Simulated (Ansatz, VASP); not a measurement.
**NaCl: VASP beside Ansatz**

```
Na Cl
1.0
     0.00000    2.80102    2.80102
     2.80102    0.00000    2.80102
     2.80102    2.80102    0.00000
Na Cl
1 1
Direct
  0.00000 0.00000 0.00000
  0.50000 0.50000 0.50000
```

Alike in both runs: task single point; functional PBEsol; k mesh 8 × 8 × 8; occupations gaussian, width 0.05 eV; no spin polarisation.

```csv
,VASP,Ansatz
version,VASP 6.6.1,Ansatz 0.2.0
potentials or method,"VASP PAW PBE potentials, release 64 (Na_pv, Cl), cutoff 520 eV","scalar-relativistic, plane waves, PAW"
valence electrons in the cell,14,16
```

```tsv
	VASP	Ansatz	Ansatz less VASP
gap on the k mesh at the Fermi level (eV)	5.01	5.01	+0.004
least direct gap on the mesh (eV)	5.01	5.01	+0.004
pressure (GPa)	0.0	0.0	-0.02
```

VASP's potentials were made for PBE, not for PBEsol. VASP's potentials hold 14 valence electrons a cell and Ansatz's 16, so a difference there can come from the potentials and not from the codes.
